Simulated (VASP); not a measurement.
Write the native input for VASP 6.6.1 that does the following.

```yaml
Task: single point
Functional: r2SCAN
Potentials_or_basis: VASP PAW PBE potentials, release 64 (Al, Ga_d, N)
Cutoff: 520 eV
k_mesh: 8 × 8 × 6
Occupations: gaussian, width 0.05 eV
Spin: no spin polarisation
Dipole_correction: no
Further_INCAR_settings: ALGO = Normal; EDIFF = 1e-07; NBANDS = 21
```

The system is AlGaN2.

```
CELL_PARAMETERS angstrom
3.14088 0.00000 0.00000
0.00000 3.14088 0.00000
0.00000 0.00000 4.42384
ATOMIC_POSITIONS crystal
Al 0.50000 0.50000 0.50000
Ga 0.00000 0.00000 0.00000
N 0.50000 0.00000 0.71114
N 0.00000 0.50000 0.28886
```

This cell differs from its parent crystal: mode 12 (706.6 1/cm) frozen in, largest displacement +0.120 Å.

One way to write it, as run:

POSCAR

```
AlGaN2
1.0
    3.1408770487      0.0000000000      0.0000000000
    0.0000000000      3.1408770487      0.0000000000
    0.0000000000      0.0000000000      4.4238379400
Al Ga N
1 1 2
Direct
    0.5000000000      0.5000000000      0.5000000000
    0.0000000000      0.0000000000      0.0000000000
    0.5000000000      0.0000000000      0.7111390424
    0.0000000000      0.5000000000      0.2888609576
```

INCAR.step1

```
SYSTEM = AlGaN2
PREC = Accurate ; ENCUT = 520
ISMEAR = 0 ; SIGMA = 0.05
LREAL = .FALSE. ; LASPH = .TRUE.
NELM = 60 ; NBANDS = 21
GGA = PE ; ALGO = Normal
EDIFF = 1E-4 ; LWAVE = .TRUE.
LCHARG = .FALSE.
```

INCAR.step2

```
SYSTEM = AlGaN2
PREC = Accurate ; ENCUT = 520
EDIFF = 1E-7 ; ISMEAR = 0
SIGMA = 0.05 ; LREAL = .FALSE.
LASPH = .TRUE. ; NELM = 60
ALGO = Normal ; ISIF = 2
LWAVE = .FALSE. ; LCHARG = .FALSE.
METAGGA = R2SCAN ; LMIXTAU = .TRUE.
NBANDS = 21 ; ISTART = 1
```

KPOINTS

```
Automatic mesh
0
G
  8 8 6
  0 0 0
```

Potentials or basis: VASP PAW PBE potentials, release 64 (Al, Ga_d, N).

The run is started by

```bash
$ cat potpaw_PBE.64/Al/POTCAR potpaw_PBE.64/Ga_d/POTCAR potpaw_PBE.64/N/POTCAR > POTCAR
$ cp INCAR.step1 INCAR
$ mpirun -np 1 vasp_std > vasp.out
$ cp INCAR.step2 INCAR
$ mpirun -np 1 vasp_std > vasp.out
```

It gave:

```
Pressure               : 2.2 GPa
Largest force          : 3.030 eV/Å
Band gap on the k mesh : 3.06 eV, direct
```

Caveat: the cell differs from its parent crystal (mode 12 (706.6 1/cm) frozen in, largest displacement +0.120 Å); the PAW data sets were made with another functional, which shifts forces and pressure a little.

Wall time 120 s on 1 thread of AMD EPYC 9R45 96-Core Processor (Zen 5), with other jobs on the host, peak memory 0.17 GiB.
